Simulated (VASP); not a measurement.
Write the native input for VASP 6.6.1 that does the following.

```yaml
Task: relaxation of cell and atoms
Functional: PBE
Potentials_or_basis: VASP PAW PBE potentials, release 64 (Li_sv, Al)
Cutoff: 600 eV
k_mesh: 6 × 6 × 6
Occupations: gaussian, width 0.1 eV
Spin: no spin polarisation
Dipole_correction: no
Further_INCAR_settings: ALGO = Fast; EDIFF = 1e-06; IBRION = 2; EDIFFG = -0.04; NSW = 90; ISIF = 3
```

The structure of LiAl2 lies in POSCAR:

```
LiAl2
1.0
    4.2632129948      0.0000000000      0.0000000000
   -2.1316064974      3.6920507553      0.0000000000
    0.0000000000      0.0000000000      2.7100842154
Li Al
1 2
Direct
    0.0000000000      0.0000000000      0.0000000000
    0.3333333333      0.6666666667      0.5000000000
    0.6666666667      0.3333333333      0.5000000000
```

One way to write it, as run:

INCAR

```
PREC = Accurate
ENCUT = 600
EDIFF = 1E-6
ISMEAR = 0
SIGMA = 0.1
LREAL = False
LASPH = True
NELM = 60
ALGO = Fast
ISIF = 3
LWAVE = False
LCHARG = False
GGA = PE
IBRION = 2
NSW = 90
EDIFFG = -0.04
```

KPOINTS

```
regular mesh
0
Gamma
  6 6 6
```

Potentials or basis: VASP PAW PBE potentials, release 64 (Li_sv, Al).

Command:

```console
$ cat potpaw_PBE.64/Li_sv/POTCAR potpaw_PBE.64/Al/POTCAR > POTCAR
$ mpirun -np 1 vasp_std > vasp.out
```

It gave:

| Quantity | Value |
| --- | --- |
| Relaxed volume | 17.89 Å³/atom |
| Relaxed cell | a = 4.506 Å, b = 4.506 Å, c = 3.053 Å, α = 90.00°, β = 90.00°, γ = 120.00° |
| Space group after relaxing (to 0.1 Å) | P6/mmm (No. 191) |
| Energy gained by relaxing | 155.2 meV/atom |
| Ionic steps | 9 |
| Pressure after relaxing | -0.3 GPa |
| Band gap on the k mesh | zero (an odd number of electrons rules out a gap without spin polarisation) |

Caveat: the k points lie up to 0.34 Å⁻¹ apart in the final cell, too coarse for converged energies and pressures of a metal; the cutoff is under 1.25 times the usual one of these potentials, so pressure, stress and relaxed cells hold a basis-set (Pulay) error; the volume moved by over 15 % at a fixed basis, so the end points are rough.

Run time: 48 s on 1 thread of Intel(R) Xeon(R) Platinum 8559C (Emerald Rapids) (shared host), peak memory 0.17 GiB.
